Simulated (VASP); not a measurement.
# Zn4SeS3 (P-4m2) in VASP: further runs, part 2 of 2

VASP 6.6.1.

## Step 3: Single point, PBE

This run uses another cell than the first one, of 20.97 Å³/atom, 0.943 times its volume.

Contents of INCAR:

```
SYSTEM = Zn4SeS3
  PREC = Accurate
  ENCUT = 520
  EDIFF = 1E-6
  ISMEAR = 0
  SIGMA = 0.02
  LREAL = .FALSE.
  LASPH = .TRUE.
  NELM = 100
  ALGO = Normal
  ISIF = 2
  LWAVE = .FALSE.
  LCHARG = .FALSE.
  GGA = PE
  NBANDS = 46
```

Contents of KPOINTS:

```
Automatic mesh
0
G
  8 8 4
  0 0 0
```

Contents of POSCAR:

```
Zn4SeS3
1.0
    3.9006319000      0.0000000000      0.0000000000
    0.0000000000      3.9006319000      0.0000000000
    0.0000000000      0.0000000000     11.0276118000
Zn Se S
4 1 3
Direct
    0.5000000000      0.0000000000      0.8785220000
    0.0000000000      0.5000000000      0.1214780000
    0.5000000000      0.0000000000      0.3648750000
    0.0000000000      0.5000000000      0.6351250000
    0.0000000000      0.0000000000      0.5000000000
    0.0000000000      0.0000000000      0.0000000000
    0.5000000000      0.5000000000      0.2431810000
    0.5000000000      0.5000000000      0.7568190000
```

Potentials or basis: VASP PAW PBE potentials, release 64 (Zn, Se, S).

Launch:

```
$ cat potpaw_PBE.64/Zn/POTCAR potpaw_PBE.64/Se/POTCAR potpaw_PBE.64/S/POTCAR > POTCAR
$ mpirun -np 1 vasp_std > vasp.out
```

OUTCAR:

```text
SYSTEM = Zn4SeS3
   PREC = Accurate
   ENCUT = 520
   EDIFF = 1E-6
   ISMEAR = 0
   LREAL = .FALSE.
   LASPH = .TRUE.
   NELM = 100
   ISIF = 2
   GGA = PE

 ion  position               nearest neighbor table
   1  0.500  0.000  0.879-   6 2.37   6 2.37   8 2.37   8 2.37
   2  0.000  0.500  0.121-   6 2.37   6 2.37   7 2.37   7 2.37
   3  0.500  0.000  0.365-   7 2.37   7 2.37   5 2.45   5 2.45
   4  0.000  0.500  0.635-   8 2.37   8 2.37   5 2.45   5 2.45
   5  0.000  0.000  0.500-   3 2.45   4 2.45   4 2.45   3 2.45
   6  0.000  0.000  0.000-   1 2.37   2 2.37   2 2.37   1 2.37
   7  0.500  0.500  0.243-   3 2.37   3 2.37   2 2.37   2 2.37
   8  0.500  0.500  0.757-   4 2.37   4 2.37   1 2.37   1 2.37

  LATTYP: Found a simple tetragonal cell.
 ALAT       =     3.9006319000
 C/A-ratio  =     2.8271347009

  Lattice vectors:

 A1 = (   3.9006319000,   0.0000000000,   0.0000000000)
 A2 = (   0.0000000000,   3.9006319000,   0.0000000000)
 A3 = (   0.0000000000,   0.0000000000,  11.0276118000)

Analysis of symmetry for initial positions (statically):
=====================================================================
 Subroutine PRICEL returns:
[... 186 lines left out ...]
 val. band max:        1.8253853588   @ k =   0.0000   0.0000   0.0000
 cond. band min:       3.5237012398   @ k =   0.0000   0.0000   0.0000
 fundamental gap:      1.6983158810
 Fermi energy:         1.9672339448

 k-point     1 :       0.0000    0.0000    0.0000
  band No.  band energies     occupation
      1     -11.2544      2.00000
      2     -10.7444      2.00000
      3     -10.7205      2.00000
      4     -10.1187      2.00000
      5      -4.6019      2.00000
      6      -4.5911      2.00000
[... 1165 lines left out ...]
     45       8.7105      0.00000
     46       8.8250      0.00000

 [... further k-points ...]
[... 5 lines left out ...]
  --------------------------------------------------------------------------------------
  -------------------------------------------------------------------------------------
  Total        0.1754431      0.1754431      0.1651836      0.0000000      0.0000000      0.0000000
  in kB        1.6753116      1.6753116      1.5773432      0.0000000      0.0000000      0.0000000
  external PRESSURE =       1.6426555 kB  Pullay stress =       0.0000000 kB

 VOLUME and BASIS-vectors are now :
 -----------------------------------------------------------------------------
  energy-cutoff  :      520.00
  volume of cell :      167.78
      direct lattice vectors                 reciprocal lattice vectors
     3.900631900  0.000000000  0.000000000     0.256368718  0.000000000  0.000000000
     0.000000000  3.900631900  0.000000000     0.000000000  0.256368718  0.000000000
     0.000000000  0.000000000 11.027611800     0.000000000  0.000000000  0.090681466

 POSITION                                       TOTAL-FORCE (eV/Angst)
 -----------------------------------------------------------------------------------
      1.95032      0.00000      9.68800         0.000000      0.000000      0.001317
      0.00000      1.95032      1.33961         0.000000      0.000000     -0.001317
      1.95032      0.00000      4.02370         0.000000     -0.000000     -0.005978
      0.00000      1.95032      7.00391         0.000000      0.000000      0.005978
      0.00000      0.00000      5.51381         0.000000      0.000000      0.000000
      0.00000      0.00000      0.00000        -0.000000     -0.000000      0.000000
      1.95032      1.95032      2.68171         0.000000      0.000000     -0.000598
      1.95032      1.95032      8.34591         0.000000     -0.000000      0.000598
 -----------------------------------------------------------------------------------
    total drift:                                0.000000     -0.000000      0.000000

  FREE ENERGIE OF THE ION-ELECTRON SYSTEM (eV)
  ---------------------------------------------------
  free  energy   TOTEN  =       -26.5337931846 eV

  energy  without entropy=      -26.5337931846  energy(sigma->0) =      -26.53379318
```

It took 11 min on 1 thread of Oxide Virtual Turin-like, shared host; peak memory 0.4 GiB.

Results:

```yaml
Free_energy: -26.5338 eV
Pressure: 0.2 GPa
Largest_force: 0.006 eV/Å
Band_gap_on_the_k_mesh: 1.70 eV, direct
```

Forces in eV/Å, atoms in the order of the input:
```
Zn   0.000  0.000  0.001
Zn   0.000  0.000 -0.001
Zn   0.000  0.000 -0.006
Zn   0.000  0.000  0.006
Se   0.000  0.000  0.000
S    0.000  0.000  0.000
S    0.000  0.000 -0.001
S    0.000  0.000  0.001
```

## Step 4: Single point, PBE

This run uses another cell than the first one, of 20.97 Å³/atom, 0.943 times its volume.

Contents of INCAR:

```
PREC = Accurate ; ENCUT = 520
EDIFF = 1E-7 ; ISMEAR = 0
SIGMA = 0.02 ; LREAL = False
LASPH = True ; NELM = 80
ALGO = Normal ; ISIF = 2
LWAVE = False ; LCHARG = False
GGA = PE ; NBANDS = 46
```

Contents of KPOINTS:

```
regular mesh
0
Gamma
  8 8 4
```

POSCAR is that of step 3.

Launch:

```
$ cat potpaw_PBE.64/Zn/POTCAR potpaw_PBE.64/Se/POTCAR potpaw_PBE.64/S/POTCAR > POTCAR
$ mpirun -np 1 vasp_std > vasp.out
```

It took 11 min on 1 thread of Oxide Virtual Turin-like, shared host; peak memory 0.4 GiB.

The run converged. Its results:

* Free energy: -26.5338 eV
* Pressure: 0.2 GPa
* Largest force: 0.006 eV/Å
* Band gap on the k mesh: 1.70 eV, direct

Forces in eV/Å, atoms in the order of the input:
```
Zn   0.000  0.000  0.001
Zn   0.000  0.000 -0.001
Zn   0.000  0.000 -0.006
Zn   0.000  0.000  0.006
Se   0.000  0.000  0.000
S    0.000  0.000  0.000
S    0.000  0.000 -0.001
S    0.000  0.000  0.001
```

Levels at points of the mesh, in eV from the valence-band top:
```tsv
k point	band 34	band 35	band 36	band 37	band 38	band 39
(0.00, 0.00, 0.00)	-0.09	0.00	0.00	1.70	3.28	3.78
(0.50, 0.00, 0.00)	-0.94	-0.89	-0.35	2.92	3.03	4.39
(0.50, 0.50, 0.00)	-2.18	-2.18	-2.03	3.15	3.39	3.84
(0.00, 0.00, 0.50)	-0.63	-0.22	-0.22	2.87	2.99	3.51
(0.50, 0.00, 0.50)	-1.12	-1.10	-0.35	3.60	3.71	3.73
(0.50, 0.50, 0.50)	-2.40	-2.40	-2.19	3.94	4.16	4.20
```

A k mesh can miss the band edges. As with any semilocal functional, this PBE gap is likely too small.
